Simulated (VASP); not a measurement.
# Lu (Fm-3m) in VASP: further runs, part 2 of 2

VASP 6.6.1.

**3. Relaxation of cell and atoms, PBE, target pressure 13 GPa, at which the enthalpy is minimised**

The input, INCAR:

```
ALGO = Normal
EDIFF = 1E-6
EDIFFG = -0.005
ENCUT = 600
GGA = PE
IBRION = 2
ISIF = 3
ISMEAR = -1
LASPH = True
LCHARG = False
LREAL = False
LWAVE = False
NELM = 100
NSW = 32
PREC = Accurate
PSTRESS = 130.0
SIGMA = 0.08
```

The input, KPOINTS:

```
k-points
0
Gamma
  15 15 15
```

The input, POSCAR:

```
Lu
1.0
    0.0000000000      2.2712892155      2.2712892155
    2.2712892155      0.0000000000      2.2712892155
    2.2712892155      2.2712892155      0.0000000000
Lu
1
Direct
    0.0000000000      0.0000000000      0.0000000000
```

Potentials or basis: VASP PAW PBE potentials, release 64 (Lu).

Run with:

```bash
$ cat potpaw_PBE.64/Lu/POTCAR > POTCAR
$ mpirun -np 1 vasp_std > vasp.out
```

OUTCAR:

```text
EDIFF = 1E-6
   EDIFFG = -0.005
   ENCUT = 600
   GGA = PE
   IBRION = 2
   ISIF = 3
   ISMEAR = -1
   LASPH = True
   LREAL = False
   NELM = 100
   NSW = 32
   PREC = Accurate
   PSTRESS = 130.0

 ion  position               nearest neighbor table
   1  0.000  0.000  0.000-

  LATTYP: Found a face centered cubic cell.
 ALAT       =     4.5425784310

  Lattice vectors:

 A1 = (   0.0000000000,   2.2712892155,   2.2712892155)
 A2 = (   2.2712892155,   0.0000000000,   2.2712892155)
 A3 = (   2.2712892155,   2.2712892155,   0.0000000000)

Analysis of symmetry for initial positions (statically):
=====================================================================
 Subroutine PRICEL returns:
 Original cell was already a primitive cell.

 Routine SETGRP: Setting up the symmetry group for a
 face centered cubic supercell.

 Subroutine GETGRP returns: Found 48 space group operations
 (whereof 48 operations were pure point group operations)
 out of a pool of 48 trial point group operations.

The static configuration has the point symmetry O_h .

Analysis of symmetry for dynamics (positions and initial velocities):
=====================================================================
 Subroutine PRICEL returns:
 Original cell was already a primitive cell.

 Routine SETGRP: Setting up the symmetry group for a
 face centered cubic supercell.

 Subroutine GETGRP returns: Found 48 space group operations
 (whereof 48 operations were pure point group operations)
 out of a pool of 48 trial point group operations.

The dynamic configuration has the point symmetry O_h .

 Subroutine INISYM returns: Found 48 space group operations
 (whereof 48 operations are pure point group operations),
 and found     1 'primitive' translations

----------------------------------------------------------------------------------------

                                     Primitive cell

  volume of cell :      23.4340

  direct lattice vectors                    reciprocal lattice vectors
     0.000000000  2.271289215  2.271289215    -0.220139292  0.220139292  0.220139292
     2.271289215  0.000000000  2.271289215     0.220139292 -0.220139292  0.220139292
     2.271289215  2.271289215  0.000000000     0.220139292  0.220139292 -0.220139292

  length of vectors
     3.212088013  3.212088013  3.212088013     0.381292439  0.381292439  0.381292439

  position of ions in fractional coordinates (direct lattice)
     0.000000000  0.000000000  0.000000000

  ion indices of the primitive-cell ions
   primitive index   ion index
                 1           1

----------------------------------------------------------------------------------------

 KPOINTS: k-points

Automatic generation of k-mesh.
 Grid dimensions read from file:
 generate k-points for:   15   15   15

 Generating k-lattice:

  Cartesian coordinates                     Fractional coordinates (reciprocal lattice)
    -0.014675953  0.014675953  0.014675953     0.066666667  0.000000000  0.000000000
     0.014675953 -0.014675953  0.014675953     0.000000000  0.066666667  0.000000000
     0.014675953  0.014675953 -0.014675953     0.000000000  0.000000000  0.066666667

  Length of vectors
     0.025419496  0.025419496  0.025419496

  Shift w.r.t. Gamma in fractional coordinates (k-lattice)
     0.000000000  0.000000000  0.000000000

 Subroutine IBZKPT returns following result:
 ===========================================

 Found    120 irreducible k-points:

 Following reciprocal coordinates:
            Coordinates               Weight
  0.000000  0.000000  0.000000      1.000000
  0.066667  0.000000  0.000000      8.000000
  0.133333  0.000000  0.000000      8.000000
  0.200000  0.000000  0.000000      8.000000
  0.266667  0.000000  0.000000      8.000000
  0.333333  0.000000  0.000000      8.000000
[... 16 lines left out ...]
  0.133333  0.133333  0.000000      6.000000
  0.200000  0.133333  0.000000     24.000000
 [... further k-points ...]
   k-points           NKPTS =    120   k-points in BZ     NKDIM =    120   number of bands    NBANDS=     16
   number of dos      NEDOS =    301   number of ions     NIONS =      1
   total plane-waves  NPLWV =  21952
   dimension x,y,z NGX =    28 NGY =   28 NGZ =   28
   dimension x,y,z NGXF=    56 NGYF=   56 NGZF=   56
   ions per type =               1
   NGX,Y,Z   is equivalent  to a cutoff of  14.49, 14.49, 14.49 a.u.
   NGXF,Y,Z  is equivalent  to a cutoff of  28.98, 28.98, 28.98 a.u.
 SYSTEM =  unknown system
   PREC   = accura    normal or accurate (medium, high low for compatibility)
   ISTART =      0    job   : 0-new  1-cont  2-samecut
   ICHARG =      2    charge: 1-file 2-atom 10-const
   ISPIN  =      1    spin polarized calculation?
   LNONCOLLINEAR =      F non collinear calculations
   LSORBIT =      F    spin-orbit coupling
   LASPH  =      T    aspherical Exc in radial PAW
   ENCUT  =  600.0 eV  44.10 Ry    6.64 a.u.   6.42  6.42  6.42*2*pi/ulx,y,z
   NELM   =    100;   NELMIN=  2; NELMDL= -5     # of ELM steps
   EDIFF  = 0.1E-05   stopping-criterion for ELM
   LREAL  =      F    real-space projection
   EDIFFG = -.5E-02   stopping-criterion for IOM
   NSW    =     32    number of steps for IOM
   IBRION =      2    ionic relax: 0-MD 1-quasi-New 2-CG
   NFREE  =      1    steps in history (QN), initial steepest desc. (CG)
   ISIF   =      3    stress and relaxation
   ISYM   =      2    0-nonsym 1-usesym 2-fastsym
   POTIM  = 0.5000    time-step for ionic-motion
   TEBEG  =    0.0;   TEEND  =   0.0 temperature during run
   PSTRESS=  130.0 pullay stress
   NELECT =      25.0000    total number of electrons
   NUPDOWN=      -1.0000    fix difference up-down
   EMIN   =  10.00;   EMAX   =-10.00  energy-range for DOS
   EFERMI =   0.00;   METHOD = LEGACY
   ISMEAR =    -1;   SIGMA  =   0.08  broadening in eV -4-tet -1-fermi 0-gaus
   EFERMI_NEDOS =   21; number of points for ismear=-14 and -15
   IALGO  =     38    algorithm
   IMIX   =      4    mixing-type and parameters
     AMIX     =   0.40;   BMIX     =  1.00
     AMIX_MAG =   1.60;   BMIX_MAG =  1.00
  volume/ion in A,a.u.               =      23.43       158.14
  Fermi-wavevector in a.u.,A,eV,Ry     =   1.672781  3.161098 38.071767  2.798196
  Thomas-Fermi vector in A             =   2.757868
   LORBIT       =      0    0 simple, 1 ext, 2 COOP (PROOUT), +10 PAW based schemes
   GGA     = PE    functional components
   LHFCALC =     F    Hartree Fock is set to
   AEXX    =    0.0000 exact exchange contribution
   IVDW    =     0    specifies the selected vdW correction
   LEPSILON=     F    determine dielectric tensor
   LRPA    =     F    only Hartree local field effects (RPA)
 conjugate gradient relaxation of ions
 non-spin polarized calculation
  energy-cutoff  :      600.00
  volume of cell :       23.43
 maximum number of plane-waves:       801
 NGX is ok and might be reduce to    28
   NGX = 13   NGY = 13   NGZ = 13

--------------------------------------- Ionic step        1  -------------------------------------------

 number of electron      24.9999994 magnetization

 Free energy of the ion-electron system (eV)
  ---------------------------------------------------
  ext. energy  EPLUGINS =         0.00000000
  ---------------------------------------------------
  free energy    TOTEN  =        -4.29188911 eV

  energy without entropy =       -4.27039917  energy(sigma->0) =       -4.28114414

------------------------ aborting loop because EDIFF is reached ----------------------------------------

  FORCE on cell =-STRESS in cart. coord.  units (eV):
  Direction    XX          YY          ZZ          XY          YZ          ZX
  --------------------------------------------------------------------------------------
  -------------------------------------------------------------------------------------
  Total        1.9584069      1.9584069      1.9584069      0.0000000     -0.0000000      0.0000000
  in kB      133.8955705    133.8955705    133.8955705      0.0000000     -0.0000000      0.0000000
  external PRESSURE =       3.8955705 kB  Pullay stress =     130.0000000 kB
[... 61 lines left out ...]
--------------------------------------- Ionic step        3  -------------------------------------------

 number of electron      24.9999995 magnetization

 Free energy of the ion-electron system (eV)
  ---------------------------------------------------
  ext. energy  EPLUGINS =         0.00000000
  ---------------------------------------------------
  free energy    TOTEN  =        -4.30212043 eV

  energy without entropy =       -4.28040478  energy(sigma->0) =       -4.29126261

 E-fermi :   3.1586     XC(G=0): -11.7281

 val. band max:        3.1523936424   @ k =  -0.4000   0.2000   0.0000
 cond. band min:       3.1986741410   @ k =   0.3333   0.2667   0.0667
 fundamental gap:      0.0462804986
 Fermi energy:         3.1586083638

 k-point     1 :       0.0000    0.0000    0.0000
  band No.  band energies     occupation
      1     -52.6624      2.00000
      2     -22.8957      2.00000
      3     -22.8957      2.00000
      4     -22.8957      2.00000
      5      -3.4342      2.00000
      6      -1.6240      2.00000
[... 433 lines left out ...]
      3     -22.9851      2.00000
      4     -22.9771      2.00000
      5      -2.1067      2.00000
      6      -1.5907      2.00000
[... 8 lines left out ...]
     15       6.3581      0.00000
     16       7.0547      0.00000

 [... further k-points ...]

------------------------ aborting loop because EDIFF is reached ----------------------------------------

  FORCE on cell =-STRESS in cart. coord.  units (eV):
  Direction    XX          YY          ZZ          XY          YZ          ZX
  --------------------------------------------------------------------------------------
  -------------------------------------------------------------------------------------
  Total        1.9132070      1.9132070      1.9132070      0.0000000      0.0000000      0.0000000
  in kB      130.1162352    130.1162352    130.1162352      0.0000000      0.0000000      0.0000000
  external PRESSURE =       0.1162352 kB  Pullay stress =     130.0000000 kB
[... 20 lines left out ...]
  energy  without entropy=       -4.2804047815  energy(sigma->0) =       -4.29126261

  enthalpy is  TOTEN    =        -2.3906225227 eV   P V=        1.9114979086

 reached required accuracy - stopping structural energy minimisation
```

OSZICAR:

```text
N       E                     dE             d eps       ncg     rms          rms(c)
DAV:   1     0.733127552327E+02    0.73313E+02   -0.11353E+04  4720   0.578E+03
DAV:   2    -0.337604781598E+00   -0.73650E+02   -0.72469E+02  4128   0.356E+02
DAV:   3    -0.427495668800E+01   -0.39374E+01   -0.39227E+01  4896   0.691E+01
[... 25 lines left out ...]
DAV:   4    -0.430175228396E+01   -0.22906E-03   -0.40383E-04  6704   0.175E-01    0.609E-02
DAV:   5    -0.430210231906E+01   -0.35004E-03   -0.66628E-04  7288   0.216E-01    0.118E-02
DAV:   6    -0.430211257129E+01   -0.10252E-04   -0.14189E-05  5176   0.332E-02    0.719E-03
DAV:   7    -0.430211967238E+01   -0.71011E-05   -0.13791E-05  6920   0.270E-02    0.360E-03
DAV:   8    -0.430212043134E+01   -0.75897E-06   -0.60407E-07  2528   0.104E-02
   3 F= -.23906225E+01 E0= -.23797647E+01  d E =-.162278E-03
```

CONTCAR:

```text
Lu
   1.00000000000000
    -0.0000000000000000    2.2752913750336066    2.2752913750336066
     2.2752913750336066    0.0000000000000000    2.2752913750336066
     2.2752913750336066    2.2752913750336066    0.0000000000000000
  Lu
     1
Direct
     0.0000000000000000    0.0000000000000000    0.0000000000000000

  0.00000000E+00  0.00000000E+00  0.00000000E+00
```

It took 6 min on 1 thread of AMD EPYC 7R43 (Zen 3), shared host; peak memory 0.18 GiB.

What came out:

| Property | Result |
| --- | --- |
| Free energy | -4.3021 eV |
| Relaxed volume | 23.56 Å³/atom |
| Relaxed cell | a = 3.218 Å, b = 3.218 Å, c = 3.218 Å, α = 60.00°, β = 60.00°, γ = 60.00° |
| Space group after relaxing (to 0.1 Å) | Fm-3m (No. 225) |
| Energy change on relaxing (the run minimises the enthalpy) | -10.2 meV/atom |
| Ionic steps | 3 |
| Pressure after relaxing | 13.0 GPa |
| Band gap on the k mesh | zero (an odd number of electrons rules out a gap without spin polarisation) |

Step by step:
```tsv
step	energy change (eV)	largest force (eV/Å)	pressure (GPa)	volume (Å³)
1	0.0000	0.0000	13.39	23.43
2	-0.0158	0.0000	12.76	23.63
3	-0.0102	0.0000	13.01	23.56
```

Final structure:
```cif
data_structure
_symmetry_space_group_name_H-M 'P 1'
_symmetry_Int_Tables_number 1
_cell_length_a 3.2177
_cell_length_b 3.2177
_cell_length_c 3.2177
_cell_angle_alpha 60.000
_cell_angle_beta 60.000
_cell_angle_gamma 60.000
_cell_volume 23.56
loop_
_atom_site_label
_atom_site_type_symbol
_atom_site_fract_x
_atom_site_fract_y
_atom_site_fract_z
_atom_site_occupancy
Lu1 Lu 0.00000 0.00000 0.00000 1
```

Caveat: the cell is relaxed towards a set pressure, so the run minimises the enthalpy, not the energy; spin-orbit coupling is left out, which moves the levels of the heavy elements.

**4. Relaxation of cell and atoms, PBE, target pressure 13 GPa, at which the enthalpy is minimised**

This run uses another cell than the first one, of 23.55 Å³/atom.

The input, INCAR:

```
SYSTEM = Lu
PREC = Accurate ; ENCUT = 600
EDIFF = 1E-6 ; ISMEAR = -1
SIGMA = 0.08 ; LREAL = .FALSE.
LASPH = .TRUE. ; NELM = 60
ALGO = Normal ; ISIF = 3
LWAVE = .FALSE. ; LCHARG = .FALSE.
GGA = PE ; IBRION = 2
NSW = 60 ; EDIFFG = -0.005
PSTRESS = 130.0
```

The input, KPOINTS:

```
Automatic mesh
0
G
  15 15 15
  0 0 0
```

The input, POSCAR:

```
Lu
1.0
    0.0000000000      2.2749032496      2.2749032496
    2.2749032496      0.0000000000      2.2749032496
    2.2749032496      2.2749032496      0.0000000000
Lu
1
Direct
    0.0000000000      0.0000000000      0.0000000000
```

Run with:

```bash
$ cat potpaw_PBE.64/Lu/POTCAR > POTCAR
$ mpirun -np 1 vasp_std > vasp.out
```

Run time: 2.1 min. Hardware: 1 thread of AMD EPYC 7R43 (Zen 3), shared host; peak memory 0.18 GiB.

The run converged. Its results:

- Free energy: -4.3012 eV
- Pressure after relaxing: 13.0 GPa
- Band gap on the k mesh: zero (an odd number of electrons rules out a gap without spin polarisation)

Final structure:
```cif
data_structure
_symmetry_space_group_name_H-M 'P 1'
_symmetry_Int_Tables_number 1
_cell_length_a 3.2172
_cell_length_b 3.2172
_cell_length_c 3.2172
_cell_angle_alpha 60.000
_cell_angle_beta 60.000
_cell_angle_gamma 60.000
_cell_volume 23.55
loop_
_atom_site_label
_atom_site_type_symbol
_atom_site_fract_x
_atom_site_fract_y
_atom_site_fract_z
_atom_site_occupancy
Lu1 Lu 0.00000 0.00000 0.00000 1
```

Levels at points of the mesh, in eV from the Fermi level:
```csv
k point,band 10,band 11,band 12,band 13,band 14,band 15
"(0.00, 0.00, 0.00)",-4.56,-4.56,-4.56,2.45,2.45,2.45
```

Caveat: the cell is relaxed towards a set pressure, so the run minimises the enthalpy, not the energy; spin-orbit coupling is left out, which moves the levels of the heavy elements.

**5. Summary**

| task | cell | cutoff (eV) | gap on the mesh (eV) | pressure (GPa) |
| --- | --- | --- | --- | --- |
| single point | a = 3.212 Å, angles 60.0°, 1 atom | 520 | none | 13.4 |
| relaxation of cell and atoms | relaxed to 13 GPa from a = 3.212 Å, angles 60.0°, 1 atom | 600 | none | 13.0 |
| relaxation of cell and atoms | relaxed to 13 GPa from a = 3.217 Å, angles 60.0°, 1 atom | 600 | none | 13.0 |

Alike in all rows: level PBE; potentials or basis VASP PAW PBE potentials, release 64 (Lu); no spin polarisation; k mesh 15 × 15 × 15; smearing fermi-dirac 0.08 eV.

Caveats: spin-orbit coupling is left out, which moves the levels of the heavy elements; the cell is relaxed towards a set pressure, so the run minimises the enthalpy, not the energy (at least some runs); the cell stands under pressure (at least some runs).

Absolute energies hang on the potentials; compare differences alone.

The gap in the log of VASP goes by the Fermi energy; the results here count the filled bands.